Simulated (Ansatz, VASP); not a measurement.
# One calculation of Re2Os, two programs

Contents of INCAR:

```
SYSTEM = Re2Os
PREC     = Accurate       ! precision mode
ENCUT    = 600            ! plane-wave cutoff, eV
EDIFF    = 1E-6           ! SCF threshold, eV
ISMEAR   = 0              ! smearing method
SIGMA    = 0.1            ! smearing width, eV
LREAL    = .FALSE.        ! projectors in reciprocal space
LASPH    = .TRUE.         ! aspherical terms in the spheres
NELM     = 60             ! most SCF steps
ALGO     = Fast           ! electronic algorithm
ISIF     = 3              ! what is computed and relaxed
LWAVE    = .FALSE.        ! write WAVECAR
LCHARG   = .FALSE.        ! write CHGCAR
GGA      = PE             ! functional
IBRION   = 2              ! ionic algorithm
NSW      = 90             ! ionic steps
EDIFFG   = -0.04          ! ionic threshold
```

File KPOINTS:

```
Automatic mesh
0
G
  6 6 6
  0 0 0
```

The input POSCAR:

```
Re2Os
1.0
    4.3644408301      0.0000000000      0.0000000000
   -2.1822204151      3.7797166322      0.0000000000
    0.0000000000      0.0000000000      2.7335002782
Re Os
2 1
Direct
    0.3333333333      0.6666666667      0.5000000000
    0.6666666667      0.3333333333      0.5000000000
    0.0000000000      0.0000000000      0.0000000000
```

Input for Ansatz:

```yaml
crystal:
  lattice:
    - [4.3644408301, 0.0, 0.0]
    - [-2.1822204151, 3.7797166322, 0.0]
    - [0.0, 0.0, 2.7335002782]
  atoms:
    - { symbol: Re, position: [0.3333333333, 0.6666666667, 0.5] }
    - { symbol: Re, position: [0.6666666667, 0.3333333333, 0.5] }
    - { symbol: Os, position: [0.0, 0.0, 0.0] }
basis:
  ecutwfc: 420
kpoints:
  mp_grid: { grid: [6, 6, 6] }
hamiltonian:
  xc: pbe
scf:
  occupations: { method: gaussian, width: 0.1 }
  lower_state_search: "off"
output:
  forces: true
  stress: true
  eigenvalues: true
relax:
  adjacent_minimum: "off"
  f_tol: 0.04
  max_steps: 70
  cell: { stress_tol: 0.4 }
```

Alike in both runs: task relaxation of cell and atoms; functional PBE; k mesh 6 × 6 × 6; occupations gaussian, width 0.1 eV; no spin polarisation.

```csv
,VASP,Ansatz
version,VASP 6.6.1,Ansatz 0.2.0
potentials or method,"VASP PAW PBE potentials, release 64 (Re, Os), cutoff 600 eV","scalar-relativistic, plane waves, PAW"
valence electrons in the cell,22,46
```

|  | VASP | Ansatz | Ansatz less VASP |
| --- | --- | --- | --- |
| gap on the k mesh at the Fermi level, each at its own relaxed structure (eV) | none | none | - |
| relaxed volume (Å³/atom) | 14.96 | 14.99 | +0.030 |
| relaxed length of the cell vector where the two differ most in proportion (Å) | 4.356 | 4.360 | +0.0041 |

A gap of «none» marks a metal or a gap that the smearing closes. VASP's potentials hold 22 valence electrons a cell and Ansatz's 46, so a difference there can come from the potentials and not from the codes.

The k mesh is coarse, so the values compare programs but aren't converged. Neither program's run includes spin-orbit coupling.
